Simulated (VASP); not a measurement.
Input of a VASP 6.6.1 run:

File INCAR:

```
  PREC = Accurate
  ENCUT = 520
  EDIFF = 1E-6
  ISMEAR = 0
  SIGMA = 0.01
  LREAL = F
  LASPH = T
  NELM = 80
  ALGO = Normal
  ISIF = 2
  LWAVE = F
  LCHARG = T
  GGA = PS
  LELF = T
  LVHAR = T
  NBANDS = 16
```

KPOINTS

```
regular mesh
0
Gamma
  4 4 4
```

Contents of POSCAR:

```
CdTe
1.0
    0.0000000000      3.2050000000      3.2050000000
    3.2050000000      0.0000000000      3.2050000000
    3.2050000000      3.2050000000      0.0000000000
Cd Te
1 1
Direct
    0.0000000000      0.0000000000      0.0000000000
    0.2500000000      0.2500000000      0.2500000000
```

Potentials or basis: VASP PAW PBE potentials, release 64 (Cd, Te).

The run is started by

```bash
$ cat potpaw_PBE.64/Cd/POTCAR potpaw_PBE.64/Te/POTCAR > POTCAR
$ mpirun -np 1 vasp_std > vasp.out
```

Q: Predict the pressure.

A: 2.1 GPa.

Q: Estimate the band gap on the k mesh.

A: 0.75 eV, direct.

Caveat: the k points lie up to 0.42 Å⁻¹ apart; the PAW data sets were made with another functional, which shifts forces and pressure a little; spin-orbit coupling is left out, which moves the levels of the heavy elements.
